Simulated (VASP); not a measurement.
Runs of VASP 6.6.1 on Pt. The structure is that of space group Fm-3m (No. 225), or close to it. The cells are those of the table. 

```tsv
task	cell	k mesh	cutoff (eV)	gap on the mesh (eV)	pressure (GPa)
relaxation of cell and atoms	relaxed from a = 2.671 Å, angles 60.0°, 1 atom	10 × 10 × 10	600	none	0.1
single point	a = 2.671 Å, angles 60.0°, 1 atom	8 × 8 × 8	520	none	54.2
single point	a = 2.808 Å, angles 60.0°, 1 atom	18 × 18 × 18	520	none	-0.6
single point	a = 2.808 Å, angles 60.0°, 1 atom	10 × 10 × 10	520	none	(a)
```

Alike in all rows: level PBE; potentials or basis VASP PAW PBE potentials, release 64 (Pt); no spin polarisation; smearing gaussian 0.1 eV.

Problem. Fill in the values left out.

Solution. (a) -0.5.

Caveats: some runs use coarse meshes; spin-orbit coupling is left out, which moves the levels of the heavy elements.

A k mesh can miss the band edges, and the runs leave out spin-orbit coupling on Pt.

A gap of «none» marks levels without a gap at the run's occupations.
